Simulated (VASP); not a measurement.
# Si in VASP: further runs

The runs below take Si through single point, with PBE, r2SCAN.

All numbers are computed with VASP 6.6.1; they aren't measurements. Logs are shortened: lines on timing, memory, paths and dates and some standing lists are left out, and cuts for length are marked.

## (1) The cell of the first run

It takes space group I4_1/amd (No. 141, tetragonal). The conventional cell has a = 3.850 Å, b = 3.850 Å, c = 5.308 Å, α = 90.00°, β = 90.00°, γ = 90.00°. Si (site symmetry -4m2) has 4 Si at 2.34 Å within 3.1 Å.

## (2) Single point, PBE (uniaxial z strain -2.5%)

INCAR reads:

```
ALGO = Normal
EDIFF = 1E-6
ENCUT = 520
GGA = PE
ISIF = 2
ISMEAR = 0
LASPH = T
LCHARG = F
LREAL = F
LWAVE = F
NBANDS = 11
NELM = 100
PREC = Accurate
SIGMA = 0.01
```

KPOINTS reads:

```
k-points
0
Gamma
  4 4 4
```

POSCAR reads:

```
Si
1.0
    0.0000000000      2.7221188958      2.6540659234
    2.7221188958      0.0000000000      2.6540659234
    2.7221188958      2.7221188958      0.0000000000
Si
2
Direct
    0.0000000000      0.0000000000      0.0000000000
    0.2500000000      0.2500000000      0.2500000000
```

Potentials or basis: VASP PAW PBE potentials, release 64 (Si).

Command:

```
cat potpaw_PBE.64/Si/POTCAR > POTCAR
mpirun -np 1 vasp_std > vasp.out
```

OUTCAR:

```text
EDIFF = 1E-6
   ENCUT = 520
   GGA = PE
   ISIF = 2
   ISMEAR = 0
   LASPH = T
   LREAL = F
   NELM = 100
   PREC = Accurate

 ion  position               nearest neighbor table
   1  0.000  0.000  0.000-   2 2.34   2 2.34   2 2.34   2 2.34
   2  0.250  0.250  0.250-   1 2.34   1 2.34   1 2.34   1 2.34

  LATTYP: Found a body centered tetragonal cell.
 ALAT       =     3.8496574608
 C/A-ratio  =     1.3788582233

  Lattice vectors:

 A1 = (   0.0000000000,  -2.7221188958,  -2.6540659234)
 A2 = (   0.0000000000,   2.7221188958,  -2.6540659234)
 A3 = (   2.7221188958,   0.0000000000,   2.6540659234)

Analysis of symmetry for initial positions (statically):
=====================================================================
 Subroutine PRICEL returns:
 Original cell was already a primitive cell.

 Routine SETGRP: Setting up the symmetry group for a
 body centered tetragonal supercell.

 Subroutine GETGRP returns: Found 16 space group operations
 (whereof  8 operations were pure point group operations)
 out of a pool of 16 trial point group operations.

The static configuration has the point symmetry D_2d.
 The point group associated with its full space group is D_4h.

Analysis of symmetry for dynamics (positions and initial velocities):
=====================================================================
 Subroutine PRICEL returns:
 Original cell was already a primitive cell.

 Routine SETGRP: Setting up the symmetry group for a
 body centered tetragonal supercell.

 Subroutine GETGRP returns: Found 16 space group operations
 (whereof  8 operations were pure point group operations)
 out of a pool of 16 trial point group operations.

The dynamic configuration has the point symmetry D_2d.
 The point group associated with its full space group is D_4h.

 Subroutine INISYM returns: Found 16 space group operations
 (whereof  8 operations are pure point group operations),
 and found     1 'primitive' translations

----------------------------------------------------------------------------------------

                                     Primitive cell

  volume of cell :      39.3329

  direct lattice vectors                    reciprocal lattice vectors
     0.000000000  2.722118896  2.654065923    -0.183680441  0.183680441  0.188390196
     2.722118896  0.000000000  2.654065923     0.183680441 -0.183680441  0.188390196
     2.722118896  2.722118896  0.000000000     0.183680441  0.183680441 -0.188390196

  length of vectors
     3.801841292  3.801841292  3.849657461     0.320886078  0.320886078  0.320886078

[... 76 lines left out ...]
   POTIM  = 0.5000    time-step for ionic-motion
   TEBEG  =    0.0;   TEEND  =   0.0 temperature during run
   PSTRESS=    0.0 pullay stress
   NELECT =       8.0000    total number of electrons
   NUPDOWN=      -1.0000    fix difference up-down
   EMIN   =  10.00;   EMAX   =-10.00  energy-range for DOS
   EFERMI =   0.00;   METHOD = LEGACY
   ISMEAR =     0;   SIGMA  =   0.01  broadening in eV -4-tet -1-fermi 0-gaus
   EFERMI_NEDOS =   21; number of points for ismear=-14 and -15
   IALGO  =     38    algorithm
   IMIX   =      4    mixing-type and parameters
     AMIX     =   0.40;   BMIX     =  1.00
     AMIX_MAG =   1.60;   BMIX_MAG =  1.00
  volume/ion in A,a.u.               =      19.67       132.72
  Fermi-wavevector in a.u.,A,eV,Ry     =   0.962763  1.819359 12.611420  0.926913
  Thomas-Fermi vector in A             =   2.092250
   LORBIT       =      0    0 simple, 1 ext, 2 COOP (PROOUT), +10 PAW based schemes
   GGA     = PE    functional components
   LHFCALC =     F    Hartree Fock is set to
   AEXX    =    0.0000 exact exchange contribution
   IVDW    =     0    specifies the selected vdW correction
   LEPSILON=     F    determine dielectric tensor
   LRPA    =     F    only Hartree local field effects (RPA)
 non-spin polarized calculation
 Gauss-broadening in eV      SIGMA  =   0.01
  energy-cutoff  :      520.00
  volume of cell :       39.33
 maximum number of plane-waves:      1073
   NGX = 15   NGY = 15   NGZ = 15

 number of electron       8.0000000 magnetization

 Free energy of the ion-electron system (eV)
  ---------------------------------------------------
  ext. energy  EPLUGINS =         0.00000000
  ---------------------------------------------------
  free energy    TOTEN  =       -10.63651464 eV

  energy without entropy =      -10.63651464  energy(sigma->0) =      -10.63651464

 E-fermi :   6.2263     XC(G=0):  -9.4537

 val. band max:        6.1695970751   @ k =   0.0000   0.0000   0.0000
 cond. band min:       6.5746421598   @ k =   0.5000   0.5000   0.0000
 fundamental gap:      0.4050450848
 Fermi energy:         6.2263254960

 k-point     1 :       0.0000    0.0000    0.0000
  band No.  band energies     occupation
      1      -6.0369      2.00000
      2       5.9957      2.00000
      3       5.9957      2.00000
      4       6.1696      2.00000
      5       8.5485      0.00000
      6       8.6412      0.00000
      7       8.6412      0.00000
      8       9.6290      0.00000
      9      13.5295      0.00000
     10      13.9830      0.00000
     11      14.0821      0.00000
[... 155 lines left out ...]
 k-point    13 :      -0.2500    0.2500    0.5000
  band No.  band energies     occupation
      1      -1.6843      2.00000
      2      -1.6843      2.00000
      3       2.1055      2.00000
      4       2.1055      2.00000
      5      10.5095      0.00000
      6      10.5095      0.00000
      7      11.3416      0.00000
      8      11.3416      0.00000
      9      16.4200      0.00000
     10      16.4200      0.00000
     11      18.9173      0.00000

------------------------ aborting loop because EDIFF is reached ----------------------------------------

  FORCE on cell =-STRESS in cart. coord.  units (eV):
  Direction    XX          YY          ZZ          XY          YZ          ZX
  --------------------------------------------------------------------------------------
  -------------------------------------------------------------------------------------
  Total        0.8940800      0.8940800      1.4645637      0.0000000      0.0000000      0.0000000
  in kB       36.4192582     36.4192582     59.6572132      0.0000000      0.0000000      0.0000000
  external PRESSURE =      44.1652432 kB  Pullay stress =       0.0000000 kB

 VOLUME and BASIS-vectors are now :
 -----------------------------------------------------------------------------
  energy-cutoff  :      520.00
  volume of cell :       39.33
      direct lattice vectors                 reciprocal lattice vectors
     0.000000000  2.722118896  2.654065923    -0.183680441  0.183680441  0.188390196
     2.722118896  0.000000000  2.654065923     0.183680441 -0.183680441  0.188390196
     2.722118896  2.722118896  0.000000000     0.183680441  0.183680441 -0.188390196

 POSITION                                       TOTAL-FORCE (eV/Angst)
 -----------------------------------------------------------------------------------
      0.00000      0.00000      0.00000         0.000000      0.000000      0.000000
      1.36106      1.36106      1.32703        -0.000000     -0.000000     -0.000000
 -----------------------------------------------------------------------------------
    total drift:                                0.000000      0.000000     -0.000000

  FREE ENERGIE OF THE ION-ELECTRON SYSTEM (eV)
  ---------------------------------------------------
  free  energy   TOTEN  =       -10.6365146428 eV

  energy  without entropy=      -10.6365146428  energy(sigma->0) =      -10.63651464
```

OSZICAR:

```text
N       E                     dE             d eps       ncg     rms          rms(c)
DAV:   1     0.653357822743E+01    0.65336E+01   -0.31522E+03   286   0.566E+02
DAV:   2    -0.102871899259E+02   -0.16821E+02   -0.15874E+02   362   0.884E+01
DAV:   3    -0.108470605023E+02   -0.55987E+00   -0.55694E+00   370   0.128E+01
DAV:   4    -0.108508992960E+02   -0.38388E-02   -0.38383E-02   359   0.137E+00
DAV:   5    -0.108509357802E+02   -0.36484E-04   -0.36483E-04   348   0.128E-01    0.509E+00
DAV:   6    -0.107014722113E+02    0.14946E+00   -0.83287E-02   328   0.121E+00    0.312E+00
DAV:   7    -0.106344872143E+02    0.66985E-01   -0.16116E-01   322   0.180E+00    0.217E-01
DAV:   8    -0.106362233718E+02   -0.17362E-02   -0.70674E-03   335   0.460E-01    0.853E-02
DAV:   9    -0.106364806075E+02   -0.25724E-03   -0.23480E-04   362   0.930E-02    0.625E-02
DAV:  10    -0.106365140298E+02   -0.33422E-04   -0.30146E-05   324   0.315E-02    0.744E-03
DAV:  11    -0.106365146428E+02   -0.61295E-06   -0.23719E-06   355   0.810E-03
   1 F= -.10636515E+02 E0= -.10636515E+02  d E =-.931440E-18
```

stdout:

```text
POSCAR found type information on POSCAR Si
 POSCAR found :  1 types and       2 ions
 scaLAPACK will be used
 LDA part: xc-table for (Slater+PW92), standard interpolation
 POSCAR, INCAR and KPOINTS ok, starting setup
 FFT: planning ... GRIDC
 FFT: planning ... GRID_SOFT
 FFT: planning ... GRID
 WAVECAR not read
 entering main loop
```

Run time: 6.4 s. Hardware: 1 thread of Intel Xeon 6975P-C, shared host; peak memory 0.15 GiB.

What came out:

```
Free energy            : -10.6365 eV
Pressure               : 4.4 GPa
Band gap on the k mesh : 0.41 eV, indirect (least direct gap 2.38 eV)
```

Caveat: the k points lie up to 0.50 Å⁻¹ apart; the cell differs from its parent crystal (uniaxial z strain -2.5%). A k mesh can miss the band edges.

## (3) Single point, r2SCAN

This run uses another cell than the first one, of 20.17 Å³/atom, 1.026 times its volume.

POSCAR reads:

```
Si
1.0
    0.0000000000      2.7221188958      2.7221188958
    2.7221188958      0.0000000000      2.7221188958
    2.7221188958      2.7221188958      0.0000000000
Si
2
Direct
    0.0000000000      0.0000000000      0.0000000000
    0.2500000000      0.2500000000      0.2500000000
```

INCAR.step1 reads:

```
ALGO     = Normal         # electronic algorithm
EDIFF    = 1E-4           # SCF threshold, eV
ENCUT    = 520            # plane-wave cutoff, eV
GGA      = PE             # functional
ISMEAR   = 0              # smearing method
LASPH    = T              # aspherical terms in the spheres
LCHARG   = F              # write CHGCAR
LREAL    = F              # projectors in reciprocal space
LWAVE    = T              # write WAVECAR
NBANDS   = 11             # bands
NELM     = 60             # most SCF steps
PREC     = Accurate       # precision mode
SIGMA    = 0.01           # smearing width, eV
```

INCAR.step2 reads:

```
ALGO     = Normal         # electronic algorithm
EDIFF    = 1E-6           # SCF threshold, eV
ENCUT    = 520            # plane-wave cutoff, eV
ISIF     = 2              # what is computed and relaxed
ISMEAR   = 0              # smearing method
ISTART   = 1            
LASPH    = T              # aspherical terms in the spheres
LCHARG   = T              # write CHGCAR
LELF     = T              # ELF
LMIXTAU  = T            
LREAL    = F              # projectors in reciprocal space
LVHAR    = T            
LWAVE    = F              # write WAVECAR
METAGGA  = R2SCAN         # meta-GGA
NBANDS   = 11             # bands
NELM     = 60             # most SCF steps
PREC     = Accurate       # precision mode
SIGMA    = 0.01           # smearing width, eV
```

KPOINTS reads:

```
k-points
0
Gamma
  8 8 8
```

Potentials or basis: VASP PAW PBE potentials, release 64 (Si).

Command:

```
cat potpaw_PBE.64/Si/POTCAR > POTCAR
cp INCAR.step1 INCAR
mpirun -np 1 vasp_std > vasp.out
cp INCAR.step2 INCAR
mpirun -np 1 vasp_std > vasp.out
```

Wall time 52 s (1 thread of Intel Xeon 6975P-C, shared host); peak memory 0.16 GiB.

Results (log left out):

| Property | Result |
| --- | --- |
| Free energy | -17.5471 eV |
| Pressure | -0.2 GPa |
| Band gap on the k mesh | 0.83 eV, indirect (least direct gap 2.75 eV) |

Levels at points of the mesh, in eV from the valence-band top:
```tsv
k point	band 1	band 2	band 3	band 4	band 5	band 6	band 7	band 8	band 9
(0.00, 0.00, 0.00)	-12.47	0.00	0.00	0.00	2.75	2.75	2.75	3.90	8.12
(0.50, 0.00, 0.00)	-10.04	-7.23	-1.27	-1.27	1.86	3.59	3.59	8.33	11.14
(0.50, 0.50, 0.00)	-8.13	-8.13	-2.99	-2.99	0.93	0.93	10.81	10.81	11.59
```

Caveat: the PAW data sets were made with another functional, which shifts forces and pressure a little. A k mesh can miss the band edges.
